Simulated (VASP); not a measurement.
A run of VASP 6.6.1:

File INCAR:

```
SYSTEM = Al32H
PREC = Accurate
ENCUT = 520
EDIFF = 1E-6
ISMEAR = 0
SIGMA = 0.05
LREAL = Auto
LASPH = .True.
NELM = 100
ALGO = Normal
ISIF = 2
LWAVE = .False.
LCHARG = .False.
GGA = PE
NBANDS = 70
```

File KPOINTS:

```
Automatic mesh
0
Gamma
  3 3 3
  0 0 0
```

Contents of POSCAR:

```
Al32H
1.0
    8.1000000000      0.0000000000      0.0000000000
    0.0000000000      8.1000000000      0.0000000000
    0.0000000000      0.0000000000      8.1000000000
Al H
32 1
Direct
    0.4978656790     -0.0015797531      0.0009311111
    0.7479517284      0.2484688889     -0.0005641975
    0.7475092593     -0.0035304938      0.2511143210
   -0.0044208642     -0.0040160494     -0.0012860494
    0.2503696296      0.2507533333     -0.0135065432
    0.4970132099      0.4974154321     -0.0003535802
    0.7471064198      0.7475075309     -0.0003849383
    0.2495308642     -0.0138176543      0.2532558025
    0.4998558025      0.2476388889      0.2502155556
    0.7456055556      0.4994959259      0.2501776543
    0.4968117284     -0.0030508642      0.4998362963
    0.7454969136      0.2475458025      0.5020095062
    0.7470454321     -0.0029502469      0.7501537037
   -0.0019935802      0.4982760494      0.0009188889
    0.2480690123      0.7483476543     -0.0005561728
   -0.0142353086      0.2498998765      0.2532487654
    0.2472582716      0.5002351852      0.2502219753
    0.4991066667      0.7459888889      0.2501777778
   -0.0021509877     -0.0017476543      0.5008549383
    0.2473533333      0.2477362963      0.5031658025
    0.4976595062      0.4980641975      0.5003139506
    0.7476334568      0.7480314815      0.5014483951
    0.2479419753     -0.0035251852      0.7506051852
    0.4997818519      0.2476669136      0.7481460494
    0.7477475309      0.4987369136      0.7506954321
   -0.0039214815      0.7478972840      0.2511129630
   -0.0034529630      0.4972041975      0.4998295062
    0.2471456790      0.7458940741      0.5020108642
   -0.0039264198      0.2483387654      0.7505988889
    0.2472727160      0.5001790123      0.7481474074
    0.4983227160      0.7481527160      0.7506987654
   -0.0033528395      0.7474427160      0.7501519753
    0.2083661728      0.2089227160      0.2076258025
```

Potentials or basis: VASP PAW PBE potentials, release 64 (Al, H).

The run is started by

```bash
$ cat potpaw_PBE.64/Al/POTCAR potpaw_PBE.64/H/POTCAR > POTCAR
$ mpirun -np 1 vasp_std > vasp.out
```

Hardware: 1 thread of Oxide Virtual Turin-like Processor (shared host).

Question: How long does it take, and how much memory?

Answer: It took 11 min on 1 thread of Oxide Virtual Turin-like Processor (shared host), peak memory 0.62 GiB. Counts: scf iterations 14, k points 14.
